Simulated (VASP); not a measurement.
Input of a VASP 6.6.1 run:

The input INCAR:

```
  ALGO = Normal
  EDIFF = 1E-6
  EDIFFG = -0.04
  ENCUT = 600
  GGA = PE
  IBRION = 2
  ISIF = 3
  ISMEAR = 0
  LASPH = True
  LCHARG = False
  LREAL = False
  LWAVE = False
  NELM = 100
  NSW = 90
  PREC = Accurate
  SIGMA = 0.1
```

KPOINTS

```
k-points
0
Gamma
  6 6 2
```

File POSCAR:

```
Zr2Pd2Se
1.0
    3.9492658400      0.0000000000      0.0000000000
   -1.9746329200      3.4201645400      0.0000000000
    0.0000000000      0.0000000000      7.5440796500
Zr Pd Se
2 2 1
Direct
    0.0000000000      0.0000000000      0.3435468800
    0.0000000000      0.0000000000      0.6564531200
    0.3333333300      0.6666666700      0.5000000000
    0.6666666700      0.3333333300      0.5000000000
    0.0000000000      0.0000000000      0.0000000000
```

Potentials or basis: VASP PAW PBE potentials, release 64 (Zr_sv, Pd, Se).

The run is started by

```sh
$ cat potpaw_PBE.64/Zr_sv/POTCAR potpaw_PBE.64/Pd/POTCAR potpaw_PBE.64/Se/POTCAR > POTCAR
$ mpirun -np 1 vasp_std > vasp.out
```

Task: Estimate the space group after relaxing (to 0.1 Å).

Result: P6/mmm (No. 191).

Task: Predict the relaxed cell.

Result: a = 4.485 Å, b = 4.485 Å, c = 7.841 Å, α = 90.00°, β = 90.00°, γ = 120.00°.

Forces in eV/Å, atoms in the order of the input:
```
Zr   0.000  0.000  0.030
Zr   0.000  0.000 -0.030
Pd   0.000  0.000  0.000
Pd   0.000  0.000  0.000
Se   0.000  0.000  0.000
```

Caveat: the k points lie up to 0.40 Å⁻¹ apart in the final cell.
